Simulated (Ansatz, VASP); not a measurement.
**Two plane-wave programs on AlB2P3**

```
CELL_PARAMETERS angstrom
-1.69724 1.69724 7.54327
1.69724 -1.69724 7.54327
1.69724 1.69724 -7.54327
ATOMIC_POSITIONS crystal
Al 0.50000 0.50000 0.00000
B 0.82360 0.82360 0.00000
B 0.17640 0.17640 0.00000
P 0.39623 0.89623 0.50000
P 0.10377 0.60377 0.50000
P 0.75000 0.25000 0.50000
```

Alike in both runs: functional PBE; k mesh 12 × 12 × 12; occupations gaussian, width 0.02 eV; no spin polarisation.

Ansatz relaxed the structure, and its values are those at the end. VASP's run is a single point on that final structure, the one shown.

|  | VASP | Ansatz |
| --- | --- | --- |
| version | VASP 6.6.1 | Ansatz 0.2.0 |
| potentials or method | VASP PAW PBE potentials, release 64 (Al, B, P), cutoff 520 eV | scalar-relativistic, plane waves, PAW |
| valence electrons in the cell | 24 | 24 |

```csv
,VASP,Ansatz,Ansatz less VASP
gap on the k mesh at the Fermi level (eV),0.63,0.63,+0.002
least direct gap on the mesh (eV),0.74,0.74,+0.002
pressure (GPa),-0.2,0.0,+0.16
```
